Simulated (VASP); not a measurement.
Wanted: the native input for a VASP 6.6.1 run.

* Task: single point
* Functional: PBEsol
* Potentials or basis: VASP PAW PBE potentials, release 64 (Pt)
* Cutoff: 520 eV
* k mesh: 6 × 6 × 3
* Occupations: fermi-dirac, width 0.05 eV
* Spin: no spin polarisation
* Dipole correction: no
* Further INCAR settings: ALGO = Normal; EDIFF = 1e-06; NBANDS = 17

The structure of Pt lies in POSCAR:

```
Pt
1.0
    2.7606656158      0.0000000000      0.0000000000
   -1.3803328079      2.3908065546      0.0000000000
    0.0000000000      0.0000000000      4.7921340000
Pt
2
Direct
    0.3333333333      0.6666666667      0.2500000000
    0.6666666667      0.3333333333      0.7500000000
```

This isn't the form of Pt at room conditions, which is fcc.

These files were run (other wordings do the same):

INCAR

```
SYSTEM = Pt
ALGO = Normal ; EDIFF = 1E-6
ENCUT = 520 ; GGA = PS
ISIF = 2 ; ISMEAR = -1
LASPH = .True. ; LCHARG = .True.
LELF = .True. ; LREAL = .False.
LVHAR = .True. ; LWAVE = .False.
NBANDS = 17 ; NELM = 100
PREC = Accurate ; SIGMA = 0.05
```

KPOINTS

```
k-points
0
Gamma
  6 6 3
  0 0 0
```

Potentials or basis: VASP PAW PBE potentials, release 64 (Pt).

The run is started by

```sh
$ cat potpaw_PBE.64/Pt/POTCAR > POTCAR
$ mpirun -np 1 vasp_std > vasp.out
```

It gave:

```
Pressure               : -12.3 GPa
Band gap on the k mesh : zero (bands 10 and 11 overlap by 1.01 eV)
```

Caveat: the k points lie up to 0.44 Å⁻¹ apart, too coarse for converged energies and pressures of a metal; the PAW data sets were made with another functional, which shifts forces and pressure a little; spin-orbit coupling is left out, which moves the levels of the heavy elements.

It took 8 s on 1 thread of Intel(R) Xeon(R) Platinum 8259CL CPU @ 2.50GHz (Skylake/Cascade Lake), on a shared host, peak memory 0.15 GiB.
